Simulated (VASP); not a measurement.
# BeS (rocksalt type) (Fm-3m) in VASP: notebook

BeS (rocksalt type) is run at these levels: LDA; tasks: density of states.

Program: VASP 6.6.1. These are calculated values, not measurements. Logs are shortened: lines on timing, memory, paths and dates and some standing lists are left out, and cuts for length are marked.

**1. The cell of the first run**

The structure is cubic, space group Fm-3m (No. 225). Conventional cell: a = 3.357 Å, b = 3.357 Å, c = 3.357 Å, α = 90.00°, β = 90.00°, γ = 90.00°. Be (site symmetry m-3m) has 6 S at 1.68 Å within 2.2 Å. Within 2.2 Å of S (site symmetry m-3m) lie 6 Be at 1.68 Å.

**2. Density of states, LDA (volume scaled by 0.4)**

The input, POSCAR:

```
BeS
1.0
    0.0000000000      1.6783374464      1.6783374464
    1.6783374464      0.0000000000      1.6783374464
    1.6783374464      1.6783374464      0.0000000000
Be S
1 1
Direct
    0.0000000000      0.0000000000      0.0000000000
    0.5000000000      0.5000000000      0.5000000000
```

The input, INCAR.step1:

```
SYSTEM = BeS
PREC = Accurate
ENCUT = 520
EDIFF = 1E-6
ISMEAR = -1
SIGMA = 0.08
LREAL = .FALSE.
LASPH = .TRUE.
NELM = 120
ALGO = Normal
ISIF = 2
LWAVE = .FALSE.
LCHARG = .TRUE.
NBANDS = 11
GGA_COMPAT = .FALSE.
NEDOS = 2001
LORBIT = 11
```

The input, KPOINTS.step1:

```
Automatic mesh
0
G
  17 17 17
  0 0 0
```

The input, INCAR.step2:

```
SYSTEM = BeS
PREC = Accurate
ENCUT = 520
EDIFF = 1E-6
ISMEAR = -5
SIGMA = 0.08
LREAL = .FALSE.
LASPH = .TRUE.
NELM = 120
ALGO = Normal
ISIF = 2
LWAVE = .FALSE.
LCHARG = .FALSE.
LORBIT = 11
NBANDS = 11
NEDOS = 2001
ICHARG = 11
GGA_COMPAT = .FALSE.
```

The input, KPOINTS.step2:

```
Automatic mesh
0
G
  26 26 26
  0 0 0
```

Potentials or basis: VASP PAW LDA potentials, release 64 (Be, S).

Launch:

```bash
cat potpaw_LDA.64/Be/POTCAR potpaw_LDA.64/S/POTCAR > POTCAR
cp INCAR.step1 INCAR
cp KPOINTS.step1 KPOINTS
mpirun -np 1 vasp_std > vasp.out
cp INCAR.step2 INCAR
cp KPOINTS.step2 KPOINTS
mpirun -np 1 vasp_std > vasp.out
```

OUTCAR:

```text
SYSTEM = BeS
   PREC = Accurate
   ENCUT = 520
   EDIFF = 1E-6
   ISMEAR = -5
   LREAL = .FALSE.
   LASPH = .TRUE.
   NELM = 120
   ISIF = 2
   LORBIT = 11
   ICHARG = 11

 ion  position               nearest neighbor table
   1  0.000  0.000  0.000-   2 1.68   2 1.68   2 1.68   2 1.68   2 1.68   2 1.68
   2  0.500  0.500  0.500-   1 1.68   1 1.68   1 1.68   1 1.68   1 1.68   1 1.68

  LATTYP: Found a face centered cubic cell.
 ALAT       =     3.3566748928

  Lattice vectors:

 A1 = (   0.0000000000,   1.6783374464,   1.6783374464)
 A2 = (   1.6783374464,   0.0000000000,   1.6783374464)
 A3 = (   1.6783374464,   1.6783374464,   0.0000000000)

Analysis of symmetry for initial positions (statically):
=====================================================================
 Subroutine PRICEL returns:
 Original cell was already a primitive cell.

 Routine SETGRP: Setting up the symmetry group for a
 face centered cubic supercell.

 Subroutine GETGRP returns: Found 48 space group operations
 (whereof 48 operations were pure point group operations)
 out of a pool of 48 trial point group operations.

The static configuration has the point symmetry O_h .

Analysis of symmetry for dynamics (positions and initial velocities):
=====================================================================
 Subroutine PRICEL returns:
 Original cell was already a primitive cell.

 Routine SETGRP: Setting up the symmetry group for a
 face centered cubic supercell.

 Subroutine GETGRP returns: Found 48 space group operations
 (whereof 48 operations were pure point group operations)
 out of a pool of 48 trial point group operations.

The dynamic configuration has the point symmetry O_h .

 Subroutine INISYM returns: Found 48 space group operations
 (whereof 48 operations are pure point group operations),
 and found     1 'primitive' translations

----------------------------------------------------------------------------------------

                                     Primitive cell

  volume of cell :       9.4551

  direct lattice vectors                    reciprocal lattice vectors
     0.000000000  1.678337446  1.678337446    -0.297913868  0.297913868  0.297913868
     1.678337446  0.000000000  1.678337446     0.297913868 -0.297913868  0.297913868
     1.678337446  1.678337446  0.000000000     0.297913868  0.297913868 -0.297913868

  length of vectors
     2.373527579  2.373527579  2.373527579     0.516001955  0.516001955  0.516001955

  position of ions in fractional coordinates (direct lattice)
     0.000000000  0.000000000  0.000000000
     0.500000000  0.500000000  0.500000000

  ion indices of the primitive-cell ions
   primitive index   ion index
                 1           1
                 2           2

----------------------------------------------------------------------------------------

 KPOINTS: Automatic mesh

Automatic generation of k-mesh.
 Grid dimensions read from file:
 generate k-points for:   26   26   26

 Generating k-lattice:

  Cartesian coordinates                     Fractional coordinates (reciprocal lattice)
    -0.011458226  0.011458226  0.011458226     0.038461538  0.000000000  0.000000000
     0.011458226 -0.011458226  0.011458226     0.000000000  0.038461538  0.000000000
     0.011458226  0.011458226 -0.011458226     0.000000000  0.000000000  0.038461538

  Length of vectors
     0.019846229  0.019846229  0.019846229

  Shift w.r.t. Gamma in fractional coordinates (k-lattice)
     0.000000000  0.000000000  0.000000000

 TETIRR: Found   2360 inequivalent tetrahedra from   105456

 Subroutine IBZKPT returns following result:
 ===========================================

 Found    511 irreducible k-points:

 Following reciprocal coordinates:
            Coordinates               Weight
  0.000000  0.000000  0.000000      1.000000
  0.038462  0.000000  0.000000      8.000000
  0.076923  0.000000  0.000000      8.000000
  0.115385  0.000000  0.000000      8.000000
  0.153846  0.000000  0.000000      8.000000
  0.192308  0.000000  0.000000      8.000000
[... 16 lines left out ...]
  0.346154  0.038462  0.000000     24.000000
  0.384615  0.038462  0.000000     24.000000
 [... further k-points ...]
   k-points           NKPTS =    511   k-points in BZ     NKDIM =    511   number of bands    NBANDS=     11
   number of dos      NEDOS =   2001   number of ions     NIONS =      2
   total plane-waves  NPLWV =   5832
   dimension x,y,z NGX =    18 NGY =   18 NGZ =   18
   dimension x,y,z NGXF=    36 NGYF=   36 NGZF=   36
   ions per type =               1   1
   NGX,Y,Z   is equivalent  to a cutoff of  12.61, 12.61, 12.61 a.u.
   NGXF,Y,Z  is equivalent  to a cutoff of  25.22, 25.22, 25.22 a.u.
 SYSTEM =  BeS
   PREC   = accura    normal or accurate (medium, high low for compatibility)
   ISTART =      0    job   : 0-new  1-cont  2-samecut
   ICHARG =     11    charge: 1-file 2-atom 10-const
   ISPIN  =      1    spin polarized calculation?
   LNONCOLLINEAR =      F non collinear calculations
   LSORBIT =      F    spin-orbit coupling
   LASPH  =      T    aspherical Exc in radial PAW
   ENCUT  =  520.0 eV  38.22 Ry    6.18 a.u.   4.41  4.41  4.41*2*pi/ulx,y,z
   NELM   =    120;   NELMIN=  2; NELMDL=  0     # of ELM steps
   EDIFF  = 0.1E-05   stopping-criterion for ELM
   LREAL  =      F    real-space projection
   EDIFFG = 0.1E-04   stopping-criterion for IOM
   NSW    =      0    number of steps for IOM
   IBRION =     -1    ionic relax: 0-MD 1-quasi-New 2-CG
   NFREE  =      0    steps in history (QN), initial steepest desc. (CG)
   ISIF   =      2    stress and relaxation
   ISYM   =      2    0-nonsym 1-usesym 2-fastsym
   POTIM  = 0.5000    time-step for ionic-motion
   TEBEG  =    0.0;   TEEND  =   0.0 temperature during run
   PSTRESS=    0.0 pullay stress
   NELECT =       8.0000    total number of electrons
   NUPDOWN=      -1.0000    fix difference up-down
   EMIN   =  10.00;   EMAX   =-10.00  energy-range for DOS
   EFERMI =   0.00;   METHOD = LEGACY
   ISMEAR =    -5;   SIGMA  =   0.08  broadening in eV -4-tet -1-fermi 0-gaus
   EFERMI_NEDOS =   21; number of points for ismear=-14 and -15
   IALGO  =     38    algorithm
   IMIX   =      4    mixing-type and parameters
     AMIX     =   0.40;   BMIX     =  1.00
     AMIX_MAG =   1.60;   BMIX_MAG =  1.00
  volume/ion in A,a.u.               =       4.73        31.90
  Fermi-wavevector in a.u.,A,eV,Ry     =   1.548397  2.926045 32.620404  2.397532
  Thomas-Fermi vector in A             =   2.653353
   LORBIT       =     11    0 simple, 1 ext, 2 COOP (PROOUT), +10 PAW based schemes
   GGA     = CA    functional components
   LHFCALC =     F    Hartree Fock is set to
   AEXX    =    0.0000 exact exchange contribution
   IVDW    =     0    specifies the selected vdW correction
   LEPSILON=     F    determine dielectric tensor
   LRPA    =     F    only Hartree local field effects (RPA)
 non-spin polarized calculation
 Fermi weights with tetrahedron method with Bloechl corrections
  energy-cutoff  :      520.00
  volume of cell :        9.46
 maximum number of plane-waves:       271
 NGX is ok and might be reduce to    18

 number of electron       8.0000000 magnetization

 Free energy of the ion-electron system (eV)
  ---------------------------------------------------
  ext. energy  EPLUGINS =         0.00000000
  ---------------------------------------------------
  free energy    TOTEN  =         2.04390362 eV

  energy without entropy =        2.04390362  energy(sigma->0) =        2.04390362

 E-fermi :  24.5288     XC(G=0): -15.2464

 val. band max:       24.6447641245   @ k =  -0.3077   0.0769   0.0000
 cond. band min:      24.3566730794   @ k =   0.5000   0.0000   0.0000
 fundamental gap:     -0.2880910451
 Fermi energy:        24.5288414703

 k-point     1 :       0.0000    0.0000    0.0000
  band No.  band energies     occupation
      1      -3.0873      2.00000
      2      24.4139      2.00000
      3      24.4139      2.00000
      4      24.4139      2.00000
      5      30.6505      0.00000
      6      30.6505      0.00000
      7      30.6505      0.00000
      8      38.1023      0.00000
      9      38.1023      0.00000
     10      39.9414      0.00000
     11      40.2735      0.00000

 k-point     2 :       0.0385    0.0000    0.0000
  band No.  band energies     occupation
      1      -3.0431      2.00000
      2      23.9298      2.00000
      3      24.3346      2.00000
      4      24.3346      2.00598
      5      30.8300      0.00000
      6      30.8300      0.00000
      7      30.8537      0.00000
      8      37.1111      0.00000
      9      37.1111      0.00000
     10      40.2036      0.00000
     11      40.3648      0.00000

 k-point     3 :       0.0769    0.0000    0.0000
  band No.  band energies     occupation
      1      -2.9105      2.00000
      2      22.7149      2.00000
      3      24.1251      2.00000
      4      24.1251      2.30544
      5      31.2731      0.00000
      6      31.3348      0.00000
      7      31.3348      0.00000
      8      35.5872      0.00000
      9      35.5872      0.00000
     10      40.0988      0.00000
     11      41.4957      0.00000
[... 267 lines left out ...]
 k-point    23 :       0.3462    0.0385    0.0000
  band No.  band energies     occupation
      1       0.1882      2.00000
      2      11.5763      2.00000
      3      21.8575      2.00000
      4      23.7902      2.00000
      5      25.8625      0.00000
      6      28.3176      0.00000
      7      32.3632      0.00000
      8      38.4922      0.00000
      9      40.9167      0.00000
     10      41.1515      0.00000
     11      55.2269      0.00000

 k-point    24 :       0.3846    0.0385    0.0000
  band No.  band energies     occupation
      1       0.9211      2.00000
      2      10.1482      2.00000
      3      21.9427      2.00000
      4      23.8295      2.00000
      5      25.0804      0.00000
      6      27.4509      0.00000
      7      32.3065      0.00000
      8      39.8697      0.00000
      9      41.8416      0.00000
     10      42.4984      0.00000
     11      55.3907      0.00000

 [... further k-points ...]
[... 5 lines left out ...]
  --------------------------------------------------------------------------------------
  -------------------------------------------------------------------------------------
  Total       32.0084100     32.0084100     32.0084100     -0.0000000      0.0000000      0.0000000
  in kB     5423.8395682   5423.8395682   5423.8395682     -0.0000000      0.0000000      0.0000000
  external PRESSURE =    5423.8395682 kB  Pullay stress =       0.0000000 kB

 VOLUME and BASIS-vectors are now :
 -----------------------------------------------------------------------------
  energy-cutoff  :      520.00
  volume of cell :        9.46
      direct lattice vectors                 reciprocal lattice vectors
     0.000000000  1.678337446  1.678337446    -0.297913868  0.297913868  0.297913868
     1.678337446  0.000000000  1.678337446     0.297913868 -0.297913868  0.297913868
     1.678337446  1.678337446  0.000000000     0.297913868  0.297913868 -0.297913868

 POSITION                                       TOTAL-FORCE (eV/Angst)
 -----------------------------------------------------------------------------------
      0.00000      0.00000      0.00000        -0.000000     -0.000000     -0.000000
      1.67834      1.67834      1.67834         0.000000      0.000000      0.000000
 -----------------------------------------------------------------------------------
    total drift:                               -0.000000     -0.000000     -0.000000

  FREE ENERGIE OF THE ION-ELECTRON SYSTEM (eV)
  ---------------------------------------------------
  free  energy   TOTEN  =         2.0439036230 eV

  energy  without entropy=        2.0439036230  energy(sigma->0) =        2.04390362

 total charge

# of ion       s       p       d       tot
------------------------------------------
    1        0.816   2.252   0.000   3.069
    2        1.397   3.011   0.000   4.408
--------------------------------------------------
tot          2.213   5.263   0.000   7.476
```

It took 30 s on 1 thread of Intel Xeon Platinum 8375C at 2.90GHz (Ice Lake), shared host; peak memory 0.16 GiB.

What came out:

```yaml
Valence_electrons_inside_the_program's_atomic_spheres: Be 3.07; S 4.41
```

Caveat: the cell differs from its parent crystal (volume scaled by 0.4); tetrahedron occupations give inexact forces and stress in metals.

**3. Density of states, LDA**

This run uses another cell than the first one, of 11.82 Å³/atom, 2.500 times its volume.

The input, POSCAR:

```
BeS
1.0
    0.0000000000      2.2778543656      2.2778543656
    2.2778543656      0.0000000000      2.2778543656
    2.2778543656      2.2778543656      0.0000000000
Be S
1 1
Direct
    0.0000000000      0.0000000000      0.0000000000
    0.5000000000      0.5000000000      0.5000000000
```

The input, INCAR.step1:

```
PREC = Accurate
ENCUT = 520
EDIFF = 1E-6
ISMEAR = -1
SIGMA = 0.08
LREAL = False
LASPH = True
NELM = 120
ALGO = Normal
ISIF = 2
LWAVE = False
LCHARG = True
GGA = CA
NBANDS = 11
GGA_COMPAT = False
NEDOS = 2001
LORBIT = 11
```

The input, KPOINTS.step1:

```
Automatic mesh
0
Gamma
  17 17 17
```

The input, INCAR.step2:

```
PREC = Accurate
ENCUT = 520
EDIFF = 1E-6
ISMEAR = -5
SIGMA = 0.08
LREAL = False
LASPH = True
NELM = 120
ALGO = Normal
ISIF = 2
LWAVE = False
LCHARG = False
GGA = CA
LORBIT = 10
NBANDS = 11
NEDOS = 1001
ICHARG = 11
GGA_COMPAT = False
```

The input, KPOINTS.step2:

```
Automatic mesh
0
Gamma
  26 26 26
```

Potentials or basis: VASP PAW LDA potentials, release 64 (Be, S).

Launch:

```bash
cat potpaw_LDA.64/Be/POTCAR potpaw_LDA.64/S/POTCAR > POTCAR
cp INCAR.step1 INCAR
cp KPOINTS.step1 KPOINTS
mpirun -np 1 vasp_std > vasp.out
cp INCAR.step2 INCAR
cp KPOINTS.step2 KPOINTS
mpirun -np 1 vasp_std > vasp.out
```

OUTCAR:

```text
PREC = Accurate
   ENCUT = 520
   EDIFF = 1E-6
   ISMEAR = -5
   LREAL = False
   LASPH = True
   NELM = 120
   ISIF = 2
   GGA = CA
   LORBIT = 10
   ICHARG = 11

 ion  position               nearest neighbor table
   1  0.000  0.000  0.000-   2 2.28   2 2.28   2 2.28   2 2.28   2 2.28   2 2.28
   2  0.500  0.500  0.500-   1 2.28   1 2.28   1 2.28   1 2.28   1 2.28   1 2.28

  LATTYP: Found a face centered cubic cell.
 ALAT       =     4.5557087312

  Lattice vectors:

 A1 = (   0.0000000000,   2.2778543656,   2.2778543656)
 A2 = (   2.2778543656,   0.0000000000,   2.2778543656)
 A3 = (   2.2778543656,   2.2778543656,   0.0000000000)

Analysis of symmetry for initial positions (statically):
=====================================================================
 Subroutine PRICEL returns:
 Original cell was already a primitive cell.

 Routine SETGRP: Setting up the symmetry group for a
 face centered cubic supercell.

 Subroutine GETGRP returns: Found 48 space group operations
 (whereof 48 operations were pure point group operations)
[... 176 lines left out ...]
      3       6.7764      2.00000
      4       6.7764      2.00000
      5      12.9212      0.00000
      6      15.8385      0.00000
      7      15.8385      0.00000
      8      15.8385      0.00000
      9      16.7645      0.00000
     10      16.7645      0.00000
     11      16.7645      0.00000
[... 309 lines left out ...]
 k-point    24 :       0.3846    0.0385    0.0000
  band No.  band energies     occupation
      1      -6.5165      2.00000
      2       0.5911      2.00000
      3       6.3118      2.00000
      4       6.5678      2.00000
      5      11.1033      0.00000
      6      11.6724      0.00000
      7      11.7183      0.00000
      8      17.6781      0.00000
      9      19.6487      0.00000
     10      21.1973      0.00000
     11      21.2973      0.00000

 [... further k-points ...]
[... 5 lines left out ...]
  --------------------------------------------------------------------------------------
  -------------------------------------------------------------------------------------
  Total        0.0083267      0.0083267      0.0083267      0.0000000     -0.0000000      0.0000000
  in kB        0.5643845      0.5643845      0.5643845      0.0000000     -0.0000000      0.0000000
  external PRESSURE =       0.5643845 kB  Pullay stress =       0.0000000 kB

 VOLUME and BASIS-vectors are now :
 -----------------------------------------------------------------------------
  energy-cutoff  :      520.00
  volume of cell :       23.64
      direct lattice vectors                 reciprocal lattice vectors
     0.000000000  2.277854366  2.277854366    -0.219504815  0.219504815  0.219504815
     2.277854366  0.000000000  2.277854366     0.219504815 -0.219504815  0.219504815
     2.277854366  2.277854366  0.000000000     0.219504815  0.219504815 -0.219504815

 POSITION                                       TOTAL-FORCE (eV/Angst)
 -----------------------------------------------------------------------------------
      0.00000      0.00000      0.00000         0.000000     -0.000000      0.000000
      2.27785      2.27785      2.27785        -0.000000      0.000000      0.000000
 -----------------------------------------------------------------------------------
    total drift:                               -0.000000     -0.000000      0.000000

  FREE ENERGIE OF THE ION-ELECTRON SYSTEM (eV)
  ---------------------------------------------------
  free  energy   TOTEN  =       -10.1276458513 eV

  energy  without entropy=      -10.1276458513  energy(sigma->0) =      -10.12764585

 total charge

# of ion       s       p       d       tot
------------------------------------------
    1        0.321   0.531   0.000   0.851
    2        1.321   2.492   0.000   3.812
--------------------------------------------------
tot          1.641   3.022   0.000   4.663
```

OUTCAR.step1:

```text
PREC = Accurate
   ENCUT = 520
   EDIFF = 1E-6
   ISMEAR = -1
   LREAL = False
[... 561 lines left out ...]
    total drift:                               -0.000000     -0.000000      0.000000

  FREE ENERGIE OF THE ION-ELECTRON SYSTEM (eV)
  ---------------------------------------------------
  free  energy   TOTEN  =       -10.1276456082 eV

  energy  without entropy=      -10.1276213759  energy(sigma->0) =      -10.12763349

 total charge

# of ion       s       p       d       tot
------------------------------------------
    1        0.321   0.531   0.000   0.851
    2        1.321   2.492   0.000   3.812
--------------------------------------------------
tot          1.641   3.022   0.000   4.663
```

OSZICAR.step1:

```text
N       E                     dE             d eps       ncg     rms          rms(c)
DAV:   1     0.170034607017E+02    0.17003E+02   -0.40969E+03  3662   0.649E+02
DAV:   2    -0.922161258014E+01   -0.26225E+02   -0.24844E+02  4809   0.108E+02
DAV:   3    -0.102070350217E+02   -0.98542E+00   -0.98263E+00  4475   0.206E+01
DAV:   4    -0.102112992615E+02   -0.42642E-02   -0.42637E-02  4396   0.156E+00
DAV:   5    -0.102113190677E+02   -0.19806E-04   -0.19806E-04  4546   0.106E-01    0.686E+00
DAV:   6    -0.101371558652E+02    0.74163E-01   -0.15688E-01  4112   0.160E+00    0.455E+00
DAV:   7    -0.101287018744E+02    0.84540E-02   -0.51881E-02  4418   0.103E+00    0.139E+00
DAV:   8    -0.101276426731E+02    0.10592E-02   -0.56061E-03  4062   0.332E-01    0.108E-01
DAV:   9    -0.101276440544E+02   -0.13812E-05   -0.13747E-04  4160   0.774E-02    0.277E-02
DAV:  10    -0.101276464130E+02   -0.23586E-05   -0.37647E-06  4318   0.129E-02    0.447E-02
DAV:  11    -0.101276456082E+02    0.80478E-06   -0.27952E-06  3907   0.689E-03
   1 F= -.10127646E+02 E0= -.10127633E+02  d E =-.242323E-04
```

Run time: 46 s. Hardware: 1 thread of Intel Xeon Platinum 8375C at 2.90GHz (Ice Lake), shared host; peak memory 0.23 GiB.

What came out:

| Property | Result |
| --- | --- |
| Valence electrons inside the program's atomic spheres | Be 0.85; S 3.81 |
